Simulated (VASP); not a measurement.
A run of VASP 6.6.1:

Contents of POSCAR:

```
YCuSe3
1.0
    4.7813078359      0.0000000000      0.0000000000
    0.0000000000      4.7813078359      0.0000000000
    0.0000000000      0.0000000000      4.7813078359
Y Cu Se
1 1 3
Direct
    0.0000000000      0.0000000000      0.0000000000
    0.5000000000      0.5000000000      0.5000000000
    0.0000000000      0.5000000000      0.5000000000
    0.5000000000      0.0000000000      0.5000000000
    0.5000000000      0.5000000000      0.0000000000
```

File INCAR.step1:

```
SYSTEM = YCuSe3
ALGO = Normal
EDIFF = 1E-4
ENCUT = 520
GGA = PE
ISMEAR = 0
LASPH = .TRUE.
LCHARG = .FALSE.
LREAL = .FALSE.
LWAVE = .TRUE.
NBANDS = 28
NELM = 60
PREC = Accurate
SIGMA = 0.1
```

Contents of INCAR.step2:

```
SYSTEM = YCuSe3
ALGO = Normal
EDIFF = 1E-7
ENCUT = 520
ISIF = 2
ISMEAR = 0
ISTART = 1
LASPH = .TRUE.
LCHARG = .FALSE.
LMIXTAU = .TRUE.
LREAL = .FALSE.
LWAVE = .FALSE.
METAGGA = R2SCAN
NBANDS = 28
NELM = 60
PREC = Accurate
SIGMA = 0.1
```

The input KPOINTS:

```
k-points
0
G
  8 8 8
  0 0 0
```

Potentials or basis: VASP PAW PBE potentials, release 64 (Y_sv, Cu, Se).

The run is started by

```console
$ cat potpaw_PBE.64/Y_sv/POTCAR potpaw_PBE.64/Cu/POTCAR potpaw_PBE.64/Se/POTCAR > POTCAR
$ cp INCAR.step1 INCAR
$ mpirun -np 1 vasp_std > vasp.out
$ cp INCAR.step2 INCAR
$ mpirun -np 1 vasp_std > vasp.out
```

Hardware: 1 thread of Intel(R) Xeon(R) Platinum 8259CL CPU @ 2.50GHz (Skylake/Cascade Lake), with other jobs on the host.

Problem. Estimate the wall time of this run.

Solution. Wall time 5.5 min on 1 thread of Intel(R) Xeon(R) Platinum 8259CL CPU @ 2.50GHz (Skylake/Cascade Lake), with other jobs on the host, peak memory 0.3 GiB. Counts: k points 35.
